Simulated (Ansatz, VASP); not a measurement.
# ZnSe5 in VASP and in Ansatz

File INCAR:

```
PREC     = Accurate       # precision mode
ENCUT    = 520            # plane-wave cutoff, eV
EDIFF    = 1E-6           # SCF threshold, eV
ISMEAR   = 0              # smearing method
SIGMA    = 0.1            # smearing width, eV
LREAL    = False          # projectors in reciprocal space
LASPH    = True           # aspherical terms in the spheres
NELM     = 60             # most SCF steps
ALGO     = Normal         # electronic algorithm
ISIF     = 2              # what is computed and relaxed
LWAVE    = False          # write WAVECAR
LCHARG   = True           # write CHGCAR
GGA      = PE             # functional
LELF     = True           # ELF
LVHAR    = True         
NBANDS   = 30             # bands
```

The input KPOINTS:

```
Automatic mesh
0
Gamma
  3 3 4
```

File POSCAR:

```
ZnSe5
1.0
    6.6600383100      0.0000000000      0.0000000000
   -3.3300191600      5.7677623700      0.0000000000
    0.0000000000      0.0000000000      5.4126864900
Zn Se
1 5
Direct
    0.0000000000      0.0000000000      0.5000000000
    0.5031474200      0.0000000000      0.0000000000
    0.6666666700      0.3333333300      0.5000000000
    0.4968525800      0.4968525800      0.0000000000
    0.3333333300      0.6666666700      0.5000000000
    0.0000000000      0.5031474200      0.0000000000
```

Input for Ansatz:

```yaml
crystal:
  lattice:
    - [6.66003831, 0.0, 0.0]
    - [-3.33001916, 5.76776237, 0.0]
    - [0.0, 0.0, 5.41268649]
  atoms:
    - { symbol: Zn, position: [0.0, 0.0, 0.5] }
    - { symbol: Se, position: [0.50314742, 0.0, 0.0] }
    - { symbol: Se, position: [0.66666667, 0.33333333, 0.5] }
    - { symbol: Se, position: [0.49685258, 0.49685258, 0.0] }
    - { symbol: Se, position: [0.33333333, 0.66666667, 0.5] }
    - { symbol: Se, position: [0.0, 0.50314742, 0.0] }
basis:
  ecutwfc: 420
kpoints:
  mp_grid: { grid: [3, 3, 4] }
hamiltonian:
  xc: pbe
scf:
  occupations: { method: gaussian, width: 0.1 }
  lower_state_search: "off"
output:
  forces: true
  stress: true
  eigenvalues: true
```

Change from the starting cell: species swapped into the SrMg5 type (P-62m, No. 189).

Alike in both runs: task single point; functional PBE; k mesh 3 × 3 × 4; occupations gaussian, width 0.1 eV; no spin polarisation.

|  | VASP | Ansatz |
| --- | --- | --- |
| version | VASP 6.6.1 | Ansatz 0.2.0 |
| potentials or method | VASP PAW PBE potentials, release 64 (Zn, Se), cutoff 520 eV | scalar-relativistic, plane waves, PAW |
| valence electrons in the cell | 42 | 92 |

```tsv
	VASP	Ansatz	Ansatz less VASP
gap on the k mesh at the Fermi level (eV)	none	none	-
pressure (GPa)	-8.1	-8.1	0.00
traceless stress, the component that is largest in VASP (GPa)	-4.10	-4.09	+0.004
rms of the force components (eV/Å)	0.003	0.003	-0.0001
```

Atom by atom the forces differ by 0.000 eV/Å (rms over components). A gap of «none» marks a metal or a gap that the smearing closes. VASP's potentials hold 42 valence electrons a cell and Ansatz's 92, so a difference there can come from the potentials and not from the codes.

The k mesh is coarse, so the values compare programs but aren't converged.
